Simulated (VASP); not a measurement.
Here is a VASP 6.6.1 calculation.

The input INCAR:

```
SYSTEM = Li2S
PREC = Accurate ; ENCUT = 750
EDIFF = 1E-6 ; ISMEAR = 0
SIGMA = 0.01 ; LREAL = .FALSE.
LASPH = .TRUE. ; NELM = 120
ALGO = Normal ; ISIF = 2
LWAVE = .FALSE. ; LCHARG = .FALSE.
GGA = PE ; NBANDS = 13
GGA_COMPAT = .FALSE.
```

Contents of KPOINTS:

```
regular mesh
0
G
  8 8 8
  0 0 0
```

The input POSCAR:

```
Li2S
1.0
    0.0000000000      2.8717490992      2.8717490992
    2.8717490992      0.0000000000      2.8717490992
    2.8717490992      2.8717490992      0.0000000000
Li S
2 1
Direct
    0.2500000000      0.2500000000      0.2500000000
    0.7500000000      0.7500000000      0.7500000000
    0.0000000000      0.0000000000      0.0000000000
```

Potentials or basis: VASP PAW PBE potentials, release 64 (Li_sv, S).

Run with:

```console
$ cat potpaw_PBE.64/Li_sv/POTCAR potpaw_PBE.64/S/POTCAR > POTCAR
$ mpirun -np 1 vasp_std > vasp.out
```

**Question.** Estimate the band gap on the k mesh.

**Answer.** 3.40 eV (least direct gap 4.14 eV).

**Question.** Predict the pressure.

**Answer.** -1.0 GPa.

A k mesh can miss the band edges.
